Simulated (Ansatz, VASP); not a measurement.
## Two plane-wave programs on Ca3H2C

```
Ca H C
1.0
     3.16255    0.00000    0.00000
     0.00000    3.16255    0.00000
     0.00000    0.00000   10.04044
Ca H C
3 2 1
Direct
  0.00000 0.00000 0.86200
  0.00000 0.00000 0.13800
  0.00000 0.00000 0.50000
  0.50000 0.50000 0.37833
  0.50000 0.50000 0.62167
  0.50000 0.50000 0.00000
```

Alike in both runs: functional PBE; k mesh 12 × 12 × 4; occupations gaussian, width 0.1 eV; no spin polarisation.

Ansatz relaxed the structure, and its values are those at the end. VASP's run is a single point on that final structure, the one shown.

|  | VASP | Ansatz |
| --- | --- | --- |
| version | VASP 6.6.1 | Ansatz 0.2.0 |
| potentials or method | VASP PAW PBE potentials, release 64 (Ca_sv, H, C), cutoff 520 eV | scalar-relativistic, plane waves, PAW |
| valence electrons in the cell | 36 | 36 |

VASP gave:

* gap on the k mesh at the Fermi level (eV): none
* pressure (GPa): 0.2
* rms of the force components (eV/Å): 0.012

Q: What did Ansatz give for the same quantities?

A: gap on the k mesh at the Fermi level (eV): none; pressure (GPa): 0.0; rms of the force components (eV/Å): 0.001.

A gap of «none» marks a metal or a gap that the smearing closes.
